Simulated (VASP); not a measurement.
Here is a VASP 6.6.1 calculation.

File INCAR:

```
SYSTEM = Zn8O7
  PREC = Accurate
  ENCUT = 520
  EDIFF = 1E-6
  ISMEAR = 0
  SIGMA = 0.05
  LREAL = Auto
  LASPH = .TRUE.
  NELM = 60
  ALGO = Normal
  ISIF = 2
  LWAVE = .FALSE.
  LCHARG = .FALSE.
  GGA = PE
  NELECT = 136.0
  NBANDS = 82
```

File KPOINTS:

```
Automatic mesh
0
G
  4 4 4
  0 0 0
```

Contents of POSCAR:

```
Zn8O7
1.0
   -3.2794753222      0.0000000000     -5.2931304608
   -3.2794753222      0.0000000000      5.2931304608
    3.2794753222      5.6802178802      0.0000000000
Zn O
8 7
Direct
    0.7009912256      0.6395723729      0.3405636968
    0.1674614884      0.1675429147      0.3350044030
    0.6625205607      0.6652692177      0.8297979231
    0.1645287054      0.1672773624      0.8297979231
    0.0306870548      0.5487458898      0.1416244970
    0.5928786670      0.1109375890      0.1416244970
    0.0811130409      0.5887774599      0.6698905007
    0.5951395225      0.1159678831      0.7111074056
    0.9772401197      0.3589372035      0.3361774214
    0.4734967881      0.8519714950      0.8314075445
    0.9794359568      0.3579107508      0.8314075445
    0.8930335062      0.7750502060      0.1666282914
    0.3915779871      0.2735946869      0.1666282914
    0.8920755769      0.7791554431      0.6712311183
    0.3930518793      0.2707238912      0.6637757705
```

Potentials or basis: VASP PAW PBE potentials, release 64 (Zn, O).

Run with:

```console
$ cat potpaw_PBE.64/Zn/POTCAR potpaw_PBE.64/O/POTCAR > POTCAR
$ mpirun -np 1 vasp_std > vasp.out
```

Problem. Estimate the largest force.

Solution. 0.055 eV/Å.

Forces on the atoms (eV/Å):
```
Zn   0.000 -0.018  0.036
Zn   0.000 -0.001  0.014
Zn   0.006  0.008 -0.004
Zn  -0.006  0.008 -0.004
Zn  -0.029  0.030 -0.014
Zn   0.029  0.030 -0.014
Zn   0.000 -0.011  0.000
Zn   0.000 -0.033 -0.025
O    0.000  0.036 -0.033
O    0.034 -0.027 -0.035
O   -0.034 -0.027 -0.035
O   -0.031 -0.009  0.037
O    0.031 -0.009  0.037
O    0.000  0.041  0.005
O    0.000 -0.016  0.034
```

Caveat: the cell carries a net charge on a neutralising background, which shifts energy and pressure.
